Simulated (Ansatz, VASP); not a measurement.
**Two plane-wave programs on NaF**

```
Na F
1.0
     0.00000    2.25360    2.35815
     2.25360    0.00000    2.35815
     2.25360    2.25360    0.00000
Na F
1 1
Direct
  0.00000 0.00000 0.00000
  0.50000 0.50000 0.50000
```

Change from the starting cell: strain -0.030 along x and y, +0.015 along z, atoms carried along.

Alike in both runs: task single point; functional PBE; k mesh 8 × 8 × 8; occupations gaussian, width 0.05 eV; no spin polarisation.

```csv
,VASP,Ansatz
version,VASP 6.6.1,Ansatz 0.2.0
potentials or method,"VASP PAW PBE potentials, release 64 (Na_pv, F), cutoff 520 eV","scalar-relativistic, plane waves, PAW"
valence electrons in the cell,14,16
```

|  | VASP | Ansatz | Ansatz less VASP |
| --- | --- | --- | --- |
| gap on the k mesh at the Fermi level (eV) | 6.50 | 6.52 | +0.017 |
| least direct gap on the mesh (eV) | 6.50 | 6.52 | +0.017 |
| pressure (GPa) | 4.6 | 4.6 | +0.08 |
| traceless stress, the component that is largest in VASP (GPa) | -3.06 | -2.97 | +0.095 |

With one functional, cell and mesh, what is left measures potentials, basis and numerics. VASP's potentials hold 14 valence electrons a cell and Ansatz's 16, so a difference there can come from the potentials and not from the codes.
